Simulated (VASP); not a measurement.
# BiB (zincblende type) (F-43m) in VASP: notebook, part 3 of 3

VASP 6.6.1.

**5. Electric field gradients, PBE (volume scaled by 1.02)**

The input, INCAR:

```
SYSTEM = BiB
ALGO = Normal
EDIFF = 1E-8
ENCUT = 520
GGA = PE
ISIF = 2
ISMEAR = -1
LASPH = .TRUE.
LCHARG = .FALSE.
LEFG = .TRUE.
LREAL = .FALSE.
LWAVE = .FALSE.
NBANDS = 16
NELM = 60
PREC = Accurate
SIGMA = 0.05
```

The input, KPOINTS:

```
k-points
0
G
  11 11 11
  0 0 0
```

The input, POSCAR:

```
BiB
1.0
    0.0000000000      2.7802796482      2.7802796482
    2.7802796482      0.0000000000      2.7802796482
    2.7802796482      2.7802796482      0.0000000000
B Bi
1 1
Direct
    0.0000000000      0.0000000000      0.0000000000
    0.2500000000      0.2500000000      0.2500000000
```

Potentials or basis: VASP PAW PBE potentials, release 64 (B, Bi_d).

The run is started by

```bash
$ cat potpaw_PBE.64/B/POTCAR potpaw_PBE.64/Bi_d/POTCAR > POTCAR
$ mpirun -np 1 vasp_std > vasp.out
```

OUTCAR:

```text
SYSTEM = BiB
   EDIFF = 1E-8
   ENCUT = 520
   GGA = PE
   ISIF = 2
   ISMEAR = -1
   LASPH = .TRUE.
   LREAL = .FALSE.
   NELM = 60
   PREC = Accurate

 ion  position               nearest neighbor table
   1  0.000  0.000  0.000-   2 2.41   2 2.41   2 2.41   2 2.41
   2  0.250  0.250  0.250-   1 2.41   1 2.41   1 2.41   1 2.41

  LATTYP: Found a face centered cubic cell.
 ALAT       =     5.5605592964

  Lattice vectors:

 A1 = (   0.0000000000,   2.7802796482,   2.7802796482)
 A2 = (   2.7802796482,   0.0000000000,   2.7802796482)
 A3 = (   2.7802796482,   2.7802796482,   0.0000000000)

Analysis of symmetry for initial positions (statically):
=====================================================================
 Subroutine PRICEL returns:
 Original cell was already a primitive cell.

 Routine SETGRP: Setting up the symmetry group for a
 face centered cubic supercell.

 Subroutine GETGRP returns: Found 24 space group operations
 (whereof 24 operations were pure point group operations)
 out of a pool of 48 trial point group operations.

The static configuration has the point symmetry T_d .

Analysis of symmetry for dynamics (positions and initial velocities):
=====================================================================
 Subroutine PRICEL returns:
 Original cell was already a primitive cell.

 Routine SETGRP: Setting up the symmetry group for a
 face centered cubic supercell.

 Subroutine GETGRP returns: Found 24 space group operations
 (whereof 24 operations were pure point group operations)
 out of a pool of 48 trial point group operations.

The dynamic configuration has the point symmetry T_d .

 Subroutine INISYM returns: Found 24 space group operations
 (whereof 24 operations are pure point group operations),
 and found     1 'primitive' translations

----------------------------------------------------------------------------------------

                                     Primitive cell

  volume of cell :      42.9829

  direct lattice vectors                    reciprocal lattice vectors
     0.000000000  2.780279648  2.780279648    -0.179838025  0.179838025  0.179838025
     2.780279648  0.000000000  2.780279648     0.179838025 -0.179838025  0.179838025
     2.780279648  2.780279648  0.000000000     0.179838025  0.179838025 -0.179838025

  length of vectors
     3.931909186  3.931909186  3.931909186     0.311488596  0.311488596  0.311488596

  position of ions in fractional coordinates (direct lattice)
     0.000000000  0.000000000  0.000000000
     0.250000000  0.250000000  0.250000000

  ion indices of the primitive-cell ions
   primitive index   ion index
                 1           1
                 2           2

----------------------------------------------------------------------------------------

 KPOINTS: k-points

Automatic generation of k-mesh.
 Grid dimensions read from file:
 generate k-points for:   11   11   11

 Generating k-lattice:

[... 70 lines left out ...]
   TEBEG  =    0.0;   TEEND  =   0.0 temperature during run
   PSTRESS=    0.0 pullay stress
   NELECT =      18.0000    total number of electrons
   NUPDOWN=      -1.0000    fix difference up-down
   EMIN   =  10.00;   EMAX   =-10.00  energy-range for DOS
   EFERMI =   0.00;   METHOD = LEGACY
   ISMEAR =    -1;   SIGMA  =   0.05  broadening in eV -4-tet -1-fermi 0-gaus
   EFERMI_NEDOS =   21; number of points for ismear=-14 and -15
   IALGO  =     38    algorithm
   IMIX   =      4    mixing-type and parameters
     AMIX     =   0.40;   BMIX     =  1.00
     AMIX_MAG =   1.60;   BMIX_MAG =  1.00
  volume/ion in A,a.u.               =      21.49       145.03
  Fermi-wavevector in a.u.,A,eV,Ry     =   1.224806  2.314547 20.410765  1.500149
  Thomas-Fermi vector in A             =   2.359867
   LORBIT       =      0    0 simple, 1 ext, 2 COOP (PROOUT), +10 PAW based schemes
   GGA     = PE    functional components
   LHFCALC =     F    Hartree Fock is set to
   AEXX    =    0.0000 exact exchange contribution
   IVDW    =     0    specifies the selected vdW correction
   LEPSILON=     F    determine dielectric tensor
   LRPA    =     F    only Hartree local field effects (RPA)
 non-spin polarized calculation
  energy-cutoff  :      520.00
  volume of cell :       42.98
 maximum number of plane-waves:      1179
 NGX is ok and might be reduce to    30
   NGX = 15   NGY = 15   NGZ = 15

 number of electron      18.0000006 magnetization

 Free energy of the ion-electron system (eV)
  ---------------------------------------------------
  ext. energy  EPLUGINS =         0.00000000
  ---------------------------------------------------
  free energy    TOTEN  =        -8.99567680 eV

  energy without entropy =       -8.99540322  energy(sigma->0) =       -8.99554001

 E-fermi :   6.7338     XC(G=0):  -9.8504

 val. band max:        6.6778888967   @ k =   0.0000   0.0000   0.0000
 cond. band min:       6.9618190119   @ k =   0.4545   0.0000   0.0000
 fundamental gap:      0.2839301152
 Fermi energy:         6.7337694378

 k-point     1 :       0.0000    0.0000    0.0000
  band No.  band energies     occupation
      1     -16.3770      2.00000
      2     -16.3770      2.00000
      3     -16.3770      2.00000
      4     -16.3053      2.00000
      5     -16.3053      2.00000
      6      -7.1563      2.00000
[... 433 lines left out ...]
      3     -16.3547      2.00000
      4     -16.3082      2.00000
      5     -16.2952      2.00000
      6      -6.1333      2.00000
[... 8 lines left out ...]
     15      16.1283      0.00000
     16      16.4356      0.00000

 [... further k-points ...]

------------------------ aborting loop because EDIFF is reached ----------------------------------------

  FORCE on cell =-STRESS in cart. coord.  units (eV):
  Direction    XX          YY          ZZ          XY          YZ          ZX
  --------------------------------------------------------------------------------------
  -------------------------------------------------------------------------------------
  Total       -0.3881757     -0.3881757     -0.3881757      0.0000000      0.0000000     -0.0000000
  in kB      -14.4691663    -14.4691663    -14.4691663      0.0000000      0.0000000     -0.0000000
  external PRESSURE =     -14.4691663 kB  Pullay stress =       0.0000000 kB

 VOLUME and BASIS-vectors are now :
 -----------------------------------------------------------------------------
  energy-cutoff  :      520.00
  volume of cell :       42.98
      direct lattice vectors                 reciprocal lattice vectors
     0.000000000  2.780279648  2.780279648    -0.179838025  0.179838025  0.179838025
     2.780279648  0.000000000  2.780279648     0.179838025 -0.179838025  0.179838025
     2.780279648  2.780279648  0.000000000     0.179838025  0.179838025 -0.179838025

 POSITION                                       TOTAL-FORCE (eV/Angst)
 -----------------------------------------------------------------------------------
      0.00000      0.00000      0.00000        -0.000000     -0.000000     -0.000000
      1.39014      1.39014      1.39014         0.000000      0.000000      0.000000
 -----------------------------------------------------------------------------------
    total drift:                                0.000000      0.000000      0.000000

  FREE ENERGIE OF THE ION-ELECTRON SYSTEM (eV)
  ---------------------------------------------------
  free  energy   TOTEN  =        -8.9956768042 eV

  energy  without entropy=       -8.9954032231  energy(sigma->0) =       -8.99554001

 Electric field gradients (V/A^2)
---------------------------------------------------------------------
 ion       V_xx      V_yy      V_zz      V_xy      V_xz      V_yz
---------------------------------------------------------------------
   1       0.000     0.000     0.000     0.000     0.000     0.000
   2       0.000     0.000    -0.000     0.002     0.002     0.002
---------------------------------------------------------------------

 Electric field gradients after diagonalization (V/A^2)
 (convention: |V_zz| > |V_xx| > |V_yy|)
----------------------------------------------------------------------
 ion       V_xx      V_yy      V_zz     asymmetry (V_yy - V_xx)/ V_zz
----------------------------------------------------------------------
   1      -0.000    -0.000     0.000       0.000
   2      -0.002    -0.002     0.004       0.000
----------------------------------------------------------------------

           NMR quadrupolar parameters

 Cq : quadrupolar parameter    Cq=e*Q*V_zz/h
 eta: asymmetry parameters     (V_yy - V_xx)/ V_zz
 Q  : nuclear electric quadrupole moment in mb (millibarn)
----------------------------------------------------------------------
 ion       Cq(MHz)       eta       Q (mb)
----------------------------------------------------------------------
   1       0.000       0.000       1.000
   2       0.000       0.000       1.000
----------------------------------------------------------------------
```

It used 64 s of CPU time on 1 thread of AMD EPYC 7R13 Processor (Zen 3), on a shared host.

Results:

```yaml
Free_energy: -8.9957 eV
Pressure: -1.4 GPa
Band_gap_on_the_k_mesh: zero (filled and empty bands touch)
```

Caveat: without QUAD_EFG the Cq values of the log hold for a quadrupole moment of 1 mb, not for the nuclei; spin-orbit coupling is left out, which moves the levels of the heavy elements.

**6. Electric field gradients, PBE (volume scaled by 1.06)**

The input, INCAR:

```
SYSTEM = BiB
  PREC = Accurate
  ENCUT = 520
  EDIFF = 1E-8
  ISMEAR = -1
  SIGMA = 0.05
  LREAL = .False.
  LASPH = .True.
  NELM = 60
  ALGO = Normal
  ISIF = 2
  LWAVE = .False.
  LCHARG = .False.
  GGA = PE
  LEFG = .True.
  NBANDS = 16
```

The input, KPOINTS:

```
Automatic mesh
0
Gamma
  11 11 11
  0 0 0
```

The input, POSCAR:

```
BiB
1.0
    0.0000000000      2.8161581815      2.8161581815
    2.8161581815      0.0000000000      2.8161581815
    2.8161581815      2.8161581815      0.0000000000
B Bi
1 1
Direct
    0.0000000000      0.0000000000      0.0000000000
    0.2500000000      0.2500000000      0.2500000000
```

Potentials or basis: VASP PAW PBE potentials, release 64 (B, Bi_d).

The run is started by

```bash
$ cat potpaw_PBE.64/B/POTCAR potpaw_PBE.64/Bi_d/POTCAR > POTCAR
$ mpirun -np 1 vasp_std > vasp.out
```

OUTCAR:

```text
SYSTEM = BiB
   PREC = Accurate
   ENCUT = 520
   EDIFF = 1E-8
   ISMEAR = -1
   LREAL = .False.
   LASPH = .True.
   NELM = 60
   ISIF = 2
   GGA = PE

 ion  position               nearest neighbor table
   1  0.000  0.000  0.000-   2 2.44   2 2.44   2 2.44   2 2.44
   2  0.250  0.250  0.250-   1 2.44   1 2.44   1 2.44   1 2.44

  LATTYP: Found a face centered cubic cell.
 ALAT       =     5.6323163630

  Lattice vectors:

 A1 = (   0.0000000000,   2.8161581815,   2.8161581815)
 A2 = (   2.8161581815,   0.0000000000,   2.8161581815)
 A3 = (   2.8161581815,   2.8161581815,   0.0000000000)

Analysis of symmetry for initial positions (statically):
=====================================================================
 Subroutine PRICEL returns:
 Original cell was already a primitive cell.

 Routine SETGRP: Setting up the symmetry group for a
 face centered cubic supercell.

 Subroutine GETGRP returns: Found 24 space group operations
[... 643 lines left out ...]
  volume of cell :       44.67
      direct lattice vectors                 reciprocal lattice vectors
     0.000000000  2.816158182  2.816158182    -0.177546845  0.177546845  0.177546845
     2.816158182  0.000000000  2.816158182     0.177546845 -0.177546845  0.177546845
     2.816158182  2.816158182  0.000000000     0.177546845  0.177546845 -0.177546845

 POSITION                                       TOTAL-FORCE (eV/Angst)
 -----------------------------------------------------------------------------------
      0.00000      0.00000      0.00000        -0.000000     -0.000000     -0.000000
      1.40808      1.40808      1.40808         0.000000      0.000000      0.000000
 -----------------------------------------------------------------------------------
    total drift:                                0.000000      0.000000      0.000000

  FREE ENERGIE OF THE ION-ELECTRON SYSTEM (eV)
  ---------------------------------------------------
  free  energy   TOTEN  =        -8.9685358929 eV

  energy  without entropy=       -8.9680677402  energy(sigma->0) =       -8.96830182

 Electric field gradients (V/A^2)
---------------------------------------------------------------------
 ion       V_xx      V_yy      V_zz      V_xy      V_xz      V_yz
---------------------------------------------------------------------
   1      -0.000    -0.000    -0.000     0.000     0.000     0.000
   2       0.000    -0.000    -0.000     0.001     0.001     0.001
---------------------------------------------------------------------

 Electric field gradients after diagonalization (V/A^2)
 (convention: |V_zz| > |V_xx| > |V_yy|)
----------------------------------------------------------------------
 ion       V_xx      V_yy      V_zz     asymmetry (V_yy - V_xx)/ V_zz
----------------------------------------------------------------------
   1      -0.000    -0.000     0.000       0.000
   2      -0.001    -0.001     0.002       0.000
----------------------------------------------------------------------

           NMR quadrupolar parameters

 Cq : quadrupolar parameter    Cq=e*Q*V_zz/h
 eta: asymmetry parameters     (V_yy - V_xx)/ V_zz
 Q  : nuclear electric quadrupole moment in mb (millibarn)
----------------------------------------------------------------------
 ion       Cq(MHz)       eta       Q (mb)
----------------------------------------------------------------------
   1       0.000       0.000       1.000
   2       0.000       0.000       1.000
----------------------------------------------------------------------
```

It used 89 s of CPU time on 1 thread of AMD EPYC 7R13 Processor (Zen 3) (shared host).

What came out:

- Free energy: -8.9685 eV
- Pressure: -3.8 GPa
- Band gap on the k mesh: zero (filled and empty bands touch)

Levels at points of the mesh, in eV from the Fermi level:
| k point | band 7 | band 8 | band 9 | band 10 | band 11 | band 12 |
| --- | --- | --- | --- | --- | --- | --- |
| (0.00, 0.00, 0.00) | -0.31 | -0.02 | -0.02 | -0.02 | 2.68 | 2.68 |

Caveat: without QUAD_EFG the Cq values of the log hold for a quadrupole moment of 1 mb, not for the nuclei; spin-orbit coupling is left out, which moves the levels of the heavy elements.

**7. Summary**

```csv
cell,gap on the mesh (eV),pressure (GPa)
"a = 3.827 Å, angles 60.0°, 2 atoms",0.58,5.0
"a = 3.880 Å, angles 60.0°, 2 atoms",0.29,1.4
"a = 3.906 Å, angles 60.0°, 2 atoms",0.14,-0.1
"a = 3.932 Å, angles 60.0°, 2 atoms",none,-1.4
"a = 3.983 Å, angles 60.0°, 2 atoms",none,-3.8
```

Alike in all rows: task electric field gradients; level PBE; potentials or basis VASP PAW PBE potentials, release 64 (B, Bi_d); no spin polarisation; k mesh 11 × 11 × 11; cutoff (eV) 520; smearing fermi-dirac 0.05 eV.

Caveats: spin-orbit coupling is left out, which moves the levels of the heavy elements.

Absolute energies hang on the potentials; compare differences alone.
